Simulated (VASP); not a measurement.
Crystal: Ga.

```
Ga
1.0
     2.26150   -3.83050    0.00000
     2.26150    3.83050    0.00000
     0.00000    0.00000    4.52400
Ga
4
Cartesian
  2.2615 -2.6438 0.3664
  2.2615 -1.1867 2.6284
  2.2615 2.6438 4.1576
  2.2615 1.1867 1.8956
```

| Property | Result |
| --- | --- |
| Program | VASP 6.6.1 |
| Task | relaxation of cell and atoms |
| Functional | PBEsol |
| Potentials or basis | VASP PAW PBE potentials, release 64 (Ga_d) |
| Cutoff | 600 eV |
| k mesh | 12 × 12 × 10 |
| Occupations | gaussian, width 0.1 eV |
| Spin | no spin polarisation |

At the start: pressure -1.6 GPa; volume 19.59 Å³/atom.

Question: How do energy, volume and symmetry change on relaxing?

Answer: Over 14 steps the energy falls by 3.4 meV/atom and the volume is 19.07 Å³/atom (-2.7 %); space group Cmce (No. 64, to 0.1 Å) before and after.

Step by step:
```tsv
step	energy change (eV)	largest force (eV/Å)	pressure (GPa)	volume (Å³)
1	0.0000	0.1531	-1.55	78.38
2	-0.0133	0.0142	0.05	76.25
3	-0.0133	0.0210	-0.04	76.30
4	-0.0135	0.0141	-0.01	76.29
5	-0.0136	0.0126	0.00	76.29
6	-0.0136	0.0112	0.00	76.29
7	-0.0137	0.0082	0.00	76.29
8	-0.0137	0.0086	0.00	76.29
9	-0.0137	0.0089	0.00	76.29
10	-0.0137	0.0051	0.03	76.28
11	-0.0138	0.0023	0.09	76.28
12	-0.0138	0.0030	-0.05	76.30
13	-0.0138	0.0071	-0.03	76.29
14	-0.0138	0.0031	0.01	76.30
```

Final structure:
```
Ga
1.0
     2.23516   -3.79936    0.00000
     2.23516    3.79936    0.00000
     0.00000    0.00000    4.49219
Ga
4
Direct
  0.84405 0.15595 0.08263
  0.65595 0.34405 0.58263
  0.15595 0.84405 0.91737
  0.34405 0.65595 0.41737
```

Caveat: the PAW data sets were made with another functional, which shifts forces and pressure a little.
